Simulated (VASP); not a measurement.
A run of VASP 6.6.1 is set up as follows.

The input INCAR:

```
SYSTEM = W
PREC = Accurate
ENCUT = 500
EDIFF = 1E-6
ISMEAR = 0
SIGMA = 0.1
LREAL = .FALSE.
LASPH = .TRUE.
NELM = 200
ALGO = Normal
ISIF = 2
LWAVE = .FALSE.
LCHARG = .TRUE.
LMAXMIX = 4
LDAU = .TRUE.
LDAUTYPE = 2
LDAUL = 2
LDAUU = 2
LDAUJ = 0
LDAUPRINT = 1
GGA = PS
LELF = .TRUE.
LVHAR = .TRUE.
NBANDS = 21
GGA_COMPAT = .FALSE.
```

File KPOINTS:

```
regular mesh
0
G
  16 16 16
  0 0 0
```

The input POSCAR:

```
W
1.0
    3.1858712550      0.0000000000      0.0000000000
    0.0000000000      3.1858712550      0.0000000000
    0.0000000000      0.0000000000      3.1858712550
W
2
Direct
    0.0000000000      0.0000000000      0.0000000000
    0.5000000000      0.5000000000      0.5000000000
```

Potentials or basis: VASP PAW PBE potentials, release 64 (W_sv).

Run with:

```sh
$ cat potpaw_PBE.64/W_sv/POTCAR > POTCAR
$ mpirun -np 1 vasp_std > vasp.out
```

(1) What does it give for the band gap on the k mesh?

(2) Estimate the pressure.

## Answers

(1) zero (band 14 reaches 11.62 eV, above the bottom of band 15 at 10.60 eV).

(2) -3.1 GPa.

Caveat: the PAW data sets were made with another functional, which shifts forces and pressure a little; spin-orbit coupling is left out, which moves the levels of the heavy elements; U without spin polarisation on a metal has little footing; the U is typed as a test and isn't derived for this compound.
